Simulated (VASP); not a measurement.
# SiC (F-43m) in VASP: notebook

SiC is run at these levels: PBE+D3(BJ); tasks: single point, relaxation of cell and atoms.

Everything below comes from runs of VASP 6.6.1. Logs are shortened: lines on timing, memory, paths and dates and some standing lists are left out, and cuts for length are marked.

**1. The cell of the first run**

It takes space group F-43m (No. 216, cubic). The conventional cell has a = 4.360 Å, b = 4.360 Å, c = 4.360 Å, α = 90.00°, β = 90.00°, γ = 90.00°. Within 2.5 Å of Si (site symmetry -43m) lie 4 C at 1.89 Å. C (site symmetry -43m) has 4 Si at 1.89 Å within 2.5 Å.

**2. Single point, PBE+D3(BJ)**

INCAR

```
ALGO = Normal
EDIFF = 1E-6
ENCUT = 600
GGA = PE
GGA_COMPAT = F
ISIF = 2
ISMEAR = 0
IVDW = 12
LASPH = T
LCHARG = F
LREAL = F
LWAVE = F
NBANDS = 11
NELM = 120
PREC = Accurate
SIGMA = 0.1
```

KPOINTS

```
k-points
0
Gamma
  8 8 8
```

POSCAR

```
SiC
1.0
    0.0000000000      2.1800000000      2.1800000000
    2.1800000000      0.0000000000      2.1800000000
    2.1800000000      2.1800000000      0.0000000000
Si C
1 1
Direct
    0.0000000000      0.0000000000      0.0000000000
    0.2500000000      0.2500000000      0.2500000000
```

Potentials or basis: VASP PAW PBE potentials, release 64 (Si, C).

Launch:

```sh
> cat potpaw_PBE.64/Si/POTCAR potpaw_PBE.64/C/POTCAR > POTCAR
> mpirun -np 1 vasp_std > vasp.out
```

OUTCAR:

```text
EDIFF = 1E-6
   ENCUT = 600
   GGA = PE
   ISIF = 2
   ISMEAR = 0
   IVDW = 12
   LASPH = T
   LREAL = F
   NELM = 120
   PREC = Accurate
 IVDW          = 12

 ion  position               nearest neighbor table
   1  0.000  0.000  0.000-   2 1.89   2 1.89   2 1.89   2 1.89
   2  0.250  0.250  0.250-   1 1.89   1 1.89   1 1.89   1 1.89

  LATTYP: Found a face centered cubic cell.
 ALAT       =     4.3600000000

  Lattice vectors:

 A1 = (   0.0000000000,   2.1800000000,   2.1800000000)
 A2 = (   2.1800000000,   0.0000000000,   2.1800000000)
 A3 = (   2.1800000000,   2.1800000000,   0.0000000000)

Analysis of symmetry for initial positions (statically):
=====================================================================
 Subroutine PRICEL returns:
 Original cell was already a primitive cell.

 Routine SETGRP: Setting up the symmetry group for a
 face centered cubic supercell.

 Subroutine GETGRP returns: Found 24 space group operations
 (whereof 24 operations were pure point group operations)
 out of a pool of 48 trial point group operations.

The static configuration has the point symmetry T_d .

Analysis of symmetry for dynamics (positions and initial velocities):
=====================================================================
 Subroutine PRICEL returns:
 Original cell was already a primitive cell.

 Routine SETGRP: Setting up the symmetry group for a
 face centered cubic supercell.

 Subroutine GETGRP returns: Found 24 space group operations
 (whereof 24 operations were pure point group operations)
 out of a pool of 48 trial point group operations.

The dynamic configuration has the point symmetry T_d .

 Subroutine INISYM returns: Found 24 space group operations
 (whereof 24 operations are pure point group operations),
 and found     1 'primitive' translations

----------------------------------------------------------------------------------------

                                     Primitive cell

  volume of cell :      20.7205

  direct lattice vectors                    reciprocal lattice vectors
     0.000000000  2.180000000  2.180000000    -0.229357798  0.229357798  0.229357798
     2.180000000  0.000000000  2.180000000     0.229357798 -0.229357798  0.229357798
     2.180000000  2.180000000  0.000000000     0.229357798  0.229357798 -0.229357798

  length of vectors
     3.082985566  3.082985566  3.082985566     0.397259360  0.397259360  0.397259360

  position of ions in fractional coordinates (direct lattice)
     0.000000000  0.000000000  0.000000000
     0.250000000  0.250000000  0.250000000

  ion indices of the primitive-cell ions
   primitive index   ion index
                 1           1
                 2           2

----------------------------------------------------------------------------------------

 KPOINTS: k-points

Automatic generation of k-mesh.
 Grid dimensions read from file:
 generate k-points for:    8    8    8

 Generating k-lattice:

  Cartesian coordinates                     Fractional coordinates (reciprocal lattice)
    -0.028669725  0.028669725  0.028669725     0.125000000  0.000000000  0.000000000
     0.028669725 -0.028669725  0.028669725     0.000000000  0.125000000  0.000000000
     0.028669725  0.028669725 -0.028669725     0.000000000  0.000000000  0.125000000

  Length of vectors
     0.049657420  0.049657420  0.049657420

  Shift w.r.t. Gamma in fractional coordinates (k-lattice)
     0.000000000  0.000000000  0.000000000

 Subroutine IBZKPT returns following result:
 ===========================================

 Found     29 irreducible k-points:

 Following reciprocal coordinates:
            Coordinates               Weight
  0.000000  0.000000  0.000000      1.000000
  0.125000  0.000000  0.000000      8.000000
  0.250000  0.000000  0.000000      8.000000
  0.375000  0.000000  0.000000      8.000000
  0.500000  0.000000  0.000000      4.000000
  0.125000  0.125000  0.000000      6.000000
[... 16 lines left out ...]
  0.500000  0.250000  0.125000     48.000000
 -0.375000  0.250000  0.125000     24.000000
 [... further k-points ...]
   k-points           NKPTS =     29   k-points in BZ     NKDIM =     29   number of bands    NBANDS=     11
   number of dos      NEDOS =    301   number of ions     NIONS =      2
   total plane-waves  NPLWV =  21952
   dimension x,y,z NGX =    28 NGY =   28 NGZ =   28
   dimension x,y,z NGXF=    56 NGYF=   56 NGZF=   56
   ions per type =               1   1
   NGX,Y,Z   is equivalent  to a cutoff of  15.10, 15.10, 15.10 a.u.
   NGXF,Y,Z  is equivalent  to a cutoff of  30.20, 30.20, 30.20 a.u.
 SYSTEM =  unknown system
   PREC   = accura    normal or accurate (medium, high low for compatibility)
   ISTART =      0    job   : 0-new  1-cont  2-samecut
   ICHARG =      2    charge: 1-file 2-atom 10-const
   ISPIN  =      1    spin polarized calculation?
   LNONCOLLINEAR =      F non collinear calculations
   LSORBIT =      F    spin-orbit coupling
   LASPH  =      T    aspherical Exc in radial PAW
   ENCUT  =  600.0 eV  44.10 Ry    6.64 a.u.   6.16  6.16  6.16*2*pi/ulx,y,z
   NELM   =    120;   NELMIN=  2; NELMDL= -5     # of ELM steps
   EDIFF  = 0.1E-05   stopping-criterion for ELM
   LREAL  =      F    real-space projection
   EDIFFG = 0.1E-04   stopping-criterion for IOM
   NSW    =      0    number of steps for IOM
   IBRION =     -1    ionic relax: 0-MD 1-quasi-New 2-CG
   NFREE  =      0    steps in history (QN), initial steepest desc. (CG)
   ISIF   =      2    stress and relaxation
   ISYM   =      2    0-nonsym 1-usesym 2-fastsym
   POTIM  = 0.5000    time-step for ionic-motion
   TEBEG  =    0.0;   TEEND  =   0.0 temperature during run
   PSTRESS=    0.0 pullay stress
   NELECT =       8.0000    total number of electrons
   NUPDOWN=      -1.0000    fix difference up-down
   EMIN   =  10.00;   EMAX   =-10.00  energy-range for DOS
   EFERMI =   0.00;   METHOD = LEGACY
   ISMEAR =     0;   SIGMA  =   0.10  broadening in eV -4-tet -1-fermi 0-gaus
   EFERMI_NEDOS =   21; number of points for ismear=-14 and -15
   IALGO  =     38    algorithm
   IMIX   =      4    mixing-type and parameters
     AMIX     =   0.40;   BMIX     =  1.00
     AMIX_MAG =   1.60;   BMIX_MAG =  1.00
  volume/ion in A,a.u.               =      10.36        69.91
  Fermi-wavevector in a.u.,A,eV,Ry     =   1.192079  2.252702 19.334588  1.421052
  Thomas-Fermi vector in A             =   2.328126
   LORBIT       =      0    0 simple, 1 ext, 2 COOP (PROOUT), +10 PAW based schemes
   GGA     = PE    functional components
   LHFCALC =     F    Hartree Fock is set to
   AEXX    =    0.0000 exact exchange contribution
   IVDW    =    12    specifies the selected vdW correction
   LEPSILON=     F    determine dielectric tensor
   LRPA    =     F    only Hartree local field effects (RPA)
 non-spin polarized calculation
 Gauss-broadening in eV      SIGMA  =   0.10
  energy-cutoff  :      600.00
  volume of cell :       20.72
 maximum number of plane-waves:       701
 NGX is ok and might be reduce to    28
   NGX = 13   NGY = 13   NGZ = 13

 number of electron       8.0000000 magnetization

 Free energy of the ion-electron system (eV)
  ---------------------------------------------------
  ext. energy  EPLUGINS =         0.00000000
  ---------------------------------------------------
  free energy    TOTEN  =       -15.05863217 eV

  energy without entropy =      -15.05863217  energy(sigma->0) =      -15.05863217

 E-fermi :   8.6181     XC(G=0): -11.3499

 val. band max:        8.0918166245   @ k =   0.0000   0.0000   0.0000
 cond. band min:       9.4496116263   @ k =   0.5000   0.5000   0.0000
 fundamental gap:      1.3577950018
 Fermi energy:         8.6181418805

 k-point     1 :       0.0000    0.0000    0.0000
  band No.  band energies     occupation
      1      -7.3010      2.00000
      2       8.0918      2.00000
      3       8.0918      2.00000
      4       8.0918      2.00000
      5      14.3090      0.00000
      6      15.3895      0.00000
      7      15.3895      0.00000
      8      15.3895      0.00000
      9      22.5903      0.00000
     10      22.5903      0.00000
     11      24.5507      0.00000

 k-point     2 :       0.1250    0.0000    0.0000
  band No.  band energies     occupation
      1      -6.9966      2.00000
      2       6.6086      2.00000
      3       7.8910      2.00000
      4       7.8910      2.00000
      5      14.5510      0.00000
      6      15.7407      0.00000
      7      15.7407      0.00000
      8      15.9129      0.00000
      9      21.3728      0.00000
     10      21.3728      0.00000
     11      24.1396      0.00000

 k-point     3 :       0.2500    0.0000    0.0000
  band No.  band energies     occupation
      1      -6.1067      2.00000
      2       3.8028      2.00000
      3       7.4863      2.00000
      4       7.4863      2.00000
      5      14.0691      0.00000
      6      15.9917      0.00000
      7      15.9917      0.00000
      8      17.4320      0.00000
      9      21.2023      0.00000
     10      21.2023      0.00000
     11      23.2209      0.00000

 k-point     4 :       0.3750    0.0000    0.0000
  band No.  band energies     occupation
      1      -4.7543      2.00000
      2       1.0677      2.00000
      3       7.1593      2.00000
      4       7.1593      2.00000
      5      13.6555      0.00000
      6      15.5662      0.00000
      7      15.5662      0.00000
      8      18.1041      0.00000
      9      23.1892      0.00000
     10      23.1892      0.00000
     11      23.6114      0.00000

 k-point     5 :       0.5000    0.0000    0.0000
  band No.  band energies     occupation
      1      -3.7398      2.00000
      2      -0.4352      2.00000
      3       7.0403      2.00000
      4       7.0403      2.00000
      5      13.5131      0.00000
      6      15.3132      0.00000
      7      15.3132      0.00000
      8      18.1381      0.00000
      9      24.2728      0.00000
     10      25.3103      0.00000
     11      25.3103      0.00000
[... 211 lines left out ...]
 k-point    21 :       0.5000    0.5000    0.0000
  band No.  band energies     occupation
      1      -2.2900      2.00000
      2       0.3012      2.00000
      3       4.9094      2.00000
      4       4.9094      2.00000
      5       9.4496      0.00000
      6      12.4090      0.00000
      7      22.1097      0.00000
      8      22.1097      0.00000
      9      22.8581      0.00000
     10      28.1937      0.00000
     11      30.2425      0.00000

 k-point    22 :       0.3750    0.2500    0.1250
  band No.  band energies     occupation
      1      -5.3334      2.00000
      2       3.6094      2.00000
      3       5.2372      2.00000
      4       6.8193      2.00000
      5      13.4532      0.00000
      6      15.7103      0.00000
      7      16.5504      0.00000
      8      18.1501      0.00000
      9      20.3218      0.00000
     10      24.0798      0.00000
     11      27.4997      0.00000

 k-point    23 :       0.5000    0.2500    0.1250
  band No.  band energies     occupation
      1      -4.0344      2.00000
      2       1.5839      2.00000
      3       4.4986      2.00000
      4       6.1717      2.00000
      5      13.3938      0.00000
      6      15.6755      0.00000
      7      17.2801      0.00000
      8      18.5318      0.00000
      9      21.4641      0.00000
     10      24.5747      0.00000
     11      27.4089      0.00000

 k-point    24 :      -0.3750    0.2500    0.1250
  band No.  band energies     occupation
      1      -3.0920      2.00000
      2       0.2716      2.00000
      3       4.3865      2.00000
      4       5.8362      2.00000
      5      13.3370      0.00000
      6      15.3580      0.00000
      7      18.2292      0.00000
      8      19.0804      0.00000
      9      21.5016      0.00000
     10      24.3020      0.00000
     11      27.4019      0.00000

 [... further k-points ...]

------------------------ aborting loop because EDIFF is reached ----------------------------------------

 Edisp (eV)   -0.60140

 E8    (eV) :    -0.2260

  FORCE on cell =-STRESS in cart. coord.  units (eV):
  Direction    XX          YY          ZZ          XY          YZ          ZX
  --------------------------------------------------------------------------------------
  -------------------------------------------------------------------------------------
  Total      -0.24324    -0.24324    -0.24324     0.00000     0.00000    -0.00000
  in kB     -18.80853   -18.80853   -18.80853     0.00000     0.00000    -0.00000
  external pressure =      -18.81 kB  Pullay stress =        0.00 kB

 VOLUME and BASIS-vectors are now :
 -----------------------------------------------------------------------------
  energy-cutoff  :      600.00
  volume of cell :       20.72
      direct lattice vectors                 reciprocal lattice vectors
     0.000000000  2.180000000  2.180000000    -0.229357798  0.229357798  0.229357798
     2.180000000  0.000000000  2.180000000     0.229357798 -0.229357798  0.229357798
     2.180000000  2.180000000  0.000000000     0.229357798  0.229357798 -0.229357798

 POSITION                                       TOTAL-FORCE (eV/Angst)
 -----------------------------------------------------------------------------------
      0.00000      0.00000      0.00000        -0.000000     -0.000000     -0.000000
      1.09000      1.09000      1.09000         0.000000      0.000000      0.000000
 -----------------------------------------------------------------------------------
    total drift:                               -0.000000     -0.000000     -0.000000

  FREE ENERGIE OF THE ION-ELECTRON SYSTEM (eV)
  ---------------------------------------------------
  free  energy   TOTEN  =       -15.6600293583 eV

  energy  without entropy=      -15.6600293583  energy(sigma->0) =      -15.66002936
```

It took 13 s on 1 thread of Intel Xeon Platinum 8488C (Sapphire Rapids), shared host; peak memory 0.16 GiB.

Results:

```yaml
Free_energy: -15.6600 eV
Pressure: -1.9 GPa
Band_gap_on_the_k_mesh: 1.36 eV (least direct gap 4.54 eV)
Dispersion_energy_per_atom: -0.301 eV
```

A k mesh can miss the band edges.

**3. Single point, PBE+D3(BJ)**

This run uses another cell than the first one, of 10.28 Å³/atom.

INCAR

```
SYSTEM = SiC
PREC = Accurate
ENCUT = 600
EDIFF = 1E-6
ISMEAR = 0
SIGMA = 0.02
LREAL = .False.
LASPH = .True.
NELM = 120
ALGO = Normal
ISIF = 2
LWAVE = .False.
LCHARG = .False.
GGA = PE
IVDW = 12
NBANDS = 11
GGA_COMPAT = .False.
```

KPOINTS

```
regular mesh
0
Gamma
  10 10 10
  0 0 0
```

POSCAR

```
SiC
1.0
    0.0000000000      2.1743829907      2.1743829907
    2.1743829907      0.0000000000      2.1743829907
    2.1743829907      2.1743829907      0.0000000000
Si C
1 1
Direct
    0.0000000000      0.0000000000      0.0000000000
    0.2500000000      0.2500000000      0.2500000000
```

Potentials or basis: VASP PAW PBE potentials, release 64 (Si, C).

Launch:

```sh
> cat potpaw_PBE.64/Si/POTCAR potpaw_PBE.64/C/POTCAR > POTCAR
> mpirun -np 1 vasp_std > vasp.out
```

Wall time 13 s (1 thread of Intel Xeon Platinum 8488C (Sapphire Rapids), shared host); peak memory 0.16 GiB.

The run converged. Its results:

```yaml
Free_energy: -15.6620 eV
Pressure: -0.2 GPa
Band_gap_on_the_k_mesh: 1.35 eV (least direct gap 4.55 eV)
Dispersion_energy_per_atom: -0.303 eV
```

Levels at points of the mesh, in eV from the valence-band top:
| k point | band 1 | band 2 | band 3 | band 4 | band 5 | band 6 | band 7 | band 8 | band 9 |
| --- | --- | --- | --- | --- | --- | --- | --- | --- | --- |
| (0.00, 0.00, 0.00) | -15.45 | 0.00 | 0.00 | 0.00 | 6.31 | 7.35 | 7.35 | 7.35 | 14.54 |
| (0.50, 0.00, 0.00) | -11.86 | -8.57 | -1.05 | -1.05 | 5.49 | 7.25 | 7.25 | 10.09 | 16.27 |
| (0.50, 0.50, 0.00) | -10.41 | -7.81 | -3.20 | -3.20 | 1.35 | 4.35 | 14.11 | 14.11 | 14.87 |

**4. Single point, PBE+D3(BJ)**

This run uses another cell than the first one, of 10.28 Å³/atom.

INCAR

```
SYSTEM = SiC
PREC = Accurate ; ENCUT = 600
EDIFF = 1E-6 ; ISMEAR = 0
SIGMA = 0.02 ; LREAL = .FALSE.
LASPH = .TRUE. ; NELM = 120
ALGO = Normal ; ISIF = 2
LWAVE = .FALSE. ; LCHARG = .TRUE.
GGA = PE ; IVDW = 12
LELF = .TRUE. ; LVHAR = .TRUE.
NBANDS = 11 ; GGA_COMPAT = .FALSE.
```

KPOINTS

```
Automatic mesh
0
G
  12 12 12
  0 0 0
```

POSCAR is that of step 3.

Launch:

```sh
> cat potpaw_PBE.64/Si/POTCAR potpaw_PBE.64/C/POTCAR > POTCAR
> mpirun -np 1 vasp_std > vasp.out
```

It took 21 s on 1 thread of Intel Xeon Platinum 8488C (Sapphire Rapids), shared host; peak memory 0.16 GiB.

It converged, with:

| Item | Value |
| --- | --- |
| Free energy | -15.6621 eV |
| Pressure | -0.2 GPa |
| Band gap on the k mesh | 1.35 eV (least direct gap 4.55 eV) |
| Dispersion energy per atom | -0.303 eV |

Levels at points of the mesh, in eV from the valence-band top:
```csv
k point,band 2,band 3,band 4,band 5,band 6,band 7
"(0.00, 0.00, 0.00)",0.00,0.00,0.00,6.31,7.35,7.35
"(0.50, 0.00, 0.00)",-8.57,-1.05,-1.05,5.49,7.25,7.25
"(0.50, 0.50, 0.00)",-7.81,-3.20,-3.20,1.35,4.35,14.11
```

A k mesh can miss the band edges.

(Continued in part 2 of 2.)
